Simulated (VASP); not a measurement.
Here is a VASP 6.6.1 calculation.

File INCAR:

```
PREC = Accurate
ENCUT = 520
EDIFF = 1E-6
ISMEAR = 0
SIGMA = 0.01
LREAL = False
LASPH = True
NELM = 100
ALGO = Normal
ISIF = 2
LWAVE = False
LCHARG = False
GGA = CA
IBRION = 2
NSW = 50
EDIFFG = -0.002
```

The input KPOINTS:

```
regular mesh
0
Gamma
  8 8 4
```

File POSCAR:

```
SiC
1.0
    3.0563617626     -0.0076409044     -0.0076409044
   -1.5347980986      2.6507073818     -0.0027967651
   -0.0125397836     -0.0125397836      5.0159134482
Si C
2 2
Direct
    0.3333333333      0.6666666667      0.0045956371
    0.6666666667      0.3333333333      0.5045956371
    0.3333333333      0.6666666667      0.3804043629
    0.6666666667      0.3333333333      0.8804043629
```

Potentials or basis: VASP PAW LDA potentials, release 64 (Si, C).

Launch:

```sh
$ cat potpaw_LDA.64/Si/POTCAR potpaw_LDA.64/C/POTCAR > POTCAR
$ mpirun -np 1 vasp_std > vasp.out
```

(1) What does it give for the band gap on the k mesh?

(2) Predict the energy gained by relaxing.

Results:

(1) 2.34 eV (least direct gap 3.89 eV).

(2) 0.1 meV/atom.

Caveat: the cell differs from its parent crystal (equal xy, yz and zx engineering shears of -0.5 %).
